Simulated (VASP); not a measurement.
Wanted: the native input for a VASP 6.6.1 run.

- Task: single point
- Functional: PBEsol
- Potentials or basis: VASP PAW PBE potentials, release 64 (Cd, O)
- Cutoff: 600 eV
- k mesh: 8 × 8 × 8
- Occupations: fermi-dirac, width 0.02 eV
- Spin: no spin polarisation
- Dipole correction: no
- Further INCAR settings: ALGO = Normal; EDIFF = 1e-06; NBANDS = 16

The structure of CdO (Monteponite) lies in POSCAR:

```
CdO
1.0
    0.0000000000      2.3453332157      2.3453332157
    2.3453332157      0.0000000000      2.3453332157
    2.3453332157      2.3453332157      0.0000000000
Cd O
1 1
Direct
    0.0000000000      0.0000000000      0.0000000000
    0.5000000000      0.5000000000      0.5000000000
```

One way to write it, as run:

INCAR

```
ALGO = Normal
EDIFF = 1E-6
ENCUT = 600
GGA = PS
GGA_COMPAT = F
ISIF = 2
ISMEAR = -1
LASPH = T
LCHARG = F
LREAL = F
LWAVE = F
NBANDS = 16
NELM = 120
PREC = Accurate
SIGMA = 0.02
```

KPOINTS

```
k-points
0
Gamma
  8 8 8
```

Potentials or basis: VASP PAW PBE potentials, release 64 (Cd, O).

The run is started by

```sh
$ cat potpaw_PBE.64/Cd/POTCAR potpaw_PBE.64/O/POTCAR > POTCAR
$ mpirun -np 1 vasp_std > vasp.out
```

Results of the run:

```yaml
Pressure: 1.3 GPa
Band_gap_on_the_k_mesh: zero (band 9 reaches 1.93 eV, above the bottom of band 10 at 1.41 eV)
```

Caveat: the PAW data sets were made with another functional, which shifts forces and pressure a little.

It took 24 s on 1 thread of AMD EPYC 7R43 64-Core Processor (Zen 3), on a shared host, peak memory 0.12 GiB.
